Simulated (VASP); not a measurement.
MnO: single point with RPBE+U

The system is MnO.

```
Mn O
1.0
     3.74915    0.00000    0.00000
    -1.87458    3.24686    0.00000
     0.00000    0.00000    4.60938
Mn O
2 2
Cartesian
  0.0000 2.1646 -0.2617
  1.8746 1.0823 2.0429
  0.0000 2.1646 2.0429
  1.8746 1.0823 4.3476
```

```json
{
 "Program": "VASP 6.6.1",
 "Task": "single point",
 "Functional": "RPBE",
 "Potentials or basis": "VASP PAW PBE potentials, release 64 (Mn_pv, O)",
 "Cutoff": "520 eV",
 "k mesh": "8 × 8 × 4",
 "Occupations": "gaussian, width 0.05 eV",
 "Spin": "collinear spin, ferromagnetic start",
 "Starting moments": "[4.65, 4.65, 0.12, 0.12] μB",
 "Hubbard terms": "Mn d U = 3.9 eV",
 "Dipole correction": "no",
 "Further INCAR settings": "ALGO = Normal; EDIFF = 1e-06; NBANDS = 31"
}
```

```yaml
Pressure: -0.5 GPa
Band_gap_on_the_k_mesh: zero (filled and empty bands overlap)
Net_moment: 10.00 μB per cell
Site_moments: Mn +4.64; O +0.10 μB
Valence_electrons_inside_the_program's_atomic_spheres: Mn 11.29; O 4.99
```

Stress tensor (GPa, compression positive):
```
-0.26  0.00  0.00
 0.00 -0.26  0.00
 0.00  0.00 -1.09
```

Levels at points of the mesh, in eV from the Fermi level:
Spin up:
| k point | band 22 | band 23 | band 24 | band 25 | band 26 | band 27 |
| --- | --- | --- | --- | --- | --- | --- |
| (0.00, 0.00, 0.00) | -0.73 | -0.23 | -0.23 | -0.08 | 5.34 | 8.13 |
| (0.50, 0.00, 0.00) | -2.21 | -1.93 | -1.45 | 4.75 | 5.02 | 7.57 |
| (0.00, 0.00, 0.50) | -0.38 | -0.38 | -0.38 | 3.35 | 3.35 | 10.02 |
| (0.50, 0.00, 0.50) | -1.69 | -0.26 | -0.26 | 4.90 | 4.90 | 7.42 |
Spin down:
```tsv
k point	band 12	band 13	band 14	band 15	band 16	band 17
(0.00, 0.00, 0.00)	-2.96	-2.96	-1.86	1.18	3.69	3.69
(0.50, 0.00, 0.00)	-3.49	-2.89	-2.45	3.06	3.16	3.48
(0.00, 0.00, 0.50)	-3.27	-3.27	-3.27	3.28	3.28	4.64
(0.50, 0.00, 0.50)	-3.11	-2.90	-2.90	3.49	3.49	4.38
```

Eigenvalues of the final occupation matrices:
| site | spin | trace | eigenvalues |
| --- | --- | --- | --- |
| site 1 d | 1 | 4.75 | 0.94 0.94 0.95 0.95 0.97 |
| site 1 d | 2 | 0.18 | 0.02 0.02 0.04 0.04 0.06 |
| site 2 d | 1 | 4.75 | 0.94 0.94 0.95 0.95 0.97 |
| site 2 d | 2 | 0.18 | 0.02 0.02 0.04 0.04 0.06 |

Wall time 2 min on 1 thread of Intel Xeon 8259CL, on a shared host, peak memory 0.2 GiB.

Caveat: the PAW data sets were made with another functional, which shifts forces and pressure a little; the run started ferromagnetic, and an antiferromagnetic order may lie lower in energy. The state reached can hang on the start; a lower one may exist.
